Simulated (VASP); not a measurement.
Here is a VASP 6.6.1 calculation.

INCAR

```
SYSTEM = Mo
ALGO     = Normal         ! electronic algorithm
EDIFF    = 1E-6           ! SCF threshold, eV
ENCUT    = 520            ! plane-wave cutoff, eV
GGA      = PE             ! functional
ISIF     = 2              ! what is computed and relaxed
ISMEAR   = -1             ! smearing method
IVDW     = 12             ! dispersion correction
LASPH    = .True.         ! aspherical terms in the spheres
LCHARG   = .True.         ! write CHGCAR
LELF     = .True.         ! ELF
LREAL    = Auto         
LVHAR    = .True.       
LWAVE    = .False.        ! write WAVECAR
NBANDS   = 126            ! bands
NELM     = 100            ! most SCF steps
PREC     = Accurate       ! precision mode
SIGMA    = 0.17           ! smearing width, eV
```

The input KPOINTS:

```
k-points
0
Gamma
  2 2 2
  0 0 0
```

Contents of POSCAR:

```
Mo
1.0
    6.6004440000      0.0000000000      0.0000000000
    0.0000000000      6.6004440000      0.0000000000
    0.0000000000      0.0000000000      6.6004440000
Mo
16
Direct
   -0.0124688582      0.0138324028      0.0041512359
    0.4850431274      0.0030452497     -0.0282708254
    0.0119385908      0.5448572854     -0.0140445097
    0.0107417016     -0.0443152006      0.4895579752
    0.2371658634      0.2408625844      0.2291361005
    0.4748013921      0.5159804401     -0.0030907012
    0.5258282625      0.0136657473      0.4902094465
    0.7607367020      0.2793599946      0.2268483757
    0.0102265848      0.5316763539      0.4757861744
    0.2397414477      0.7864622441      0.2433775667
    0.1889872863      0.2210608862      0.7216938739
    0.4879065711      0.4571965159      0.4962090429
    0.7086947484      0.7473133626      0.2374840238
    0.7578429572      0.2604673261      0.7458134635
    0.2659972572      0.7501313548      0.7427985148
    0.8083395602      0.7561764027      0.7149216022
```

Potentials or basis: VASP PAW PBE potentials, release 64 (Mo_sv).

Command:

```bash
$ cat potpaw_PBE.64/Mo_sv/POTCAR > POTCAR
$ mpirun -np 1 vasp_std > vasp.out
```

(1) Estimate the pressure.

(2) What does it give for the largest force?

(3) What does it give for the band gap on the k mesh?

(4) What does it give for the dispersion energy per atom?

Answers

(1) -24.1 GPa.

(2) 4.006 eV/Å.

(3) zero (bands 112 and 113 overlap by 0.36 eV).

(4) -0.618 eV.

Caveat: the k points lie up to 0.48 Å⁻¹ apart; forces of over 1 eV/Å act on the atoms, so gaps and moduli don't describe the material at rest.
